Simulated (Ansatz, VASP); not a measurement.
# Mn3Cu in VASP and in Ansatz

```xyz
4
Lattice="2.5000 0.0000 0.0000 -1.2500 2.1650 0.0000 0.0000 0.0000 8.2919" Properties=species:S:1:pos:R:3 pbc="T T T"
Mn    0.0000    1.4433    0.0000
Mn    1.2500    0.7217    1.9709
Mn    1.2500    0.7217    6.3210
Cu    0.0000    1.4433    4.1460
```

Alike in both runs: functional PBE; k mesh 24 × 24 × 6; occupations gaussian, width 0.1 eV; collinear spin.

Ansatz relaxed the structure, and its values are those at the end. VASP's run is a single point on that final structure, the one shown.

```csv
,VASP,Ansatz
version,VASP 6.6.1,Ansatz 0.2.0
potentials or method,"VASP PAW PBE potentials, release 64 (Mn_pv, Cu), cutoff 520 eV","scalar-relativistic, plane waves, PAW"
valence electrons in the cell,50,64
```

|  | VASP | Ansatz | Ansatz less VASP |
| --- | --- | --- | --- |
| gap on the k mesh at the Fermi level (eV) | none | none | - |
| pressure (GPa) | 0.4 | 0.0 | -0.37 |
| net moment per atom (μB) | 0.40 | 0.39 | -0.008 |
| size of the moment on the site where the two differ most (μB) | 0.76 | 0.69 | -0.064 |

Site moments also hang on the region over which each program counts them. A gap of «none» marks a metal or a gap that the smearing closes. VASP's potentials hold 50 valence electrons a cell and Ansatz's 64, so a difference there can come from the potentials and not from the codes.
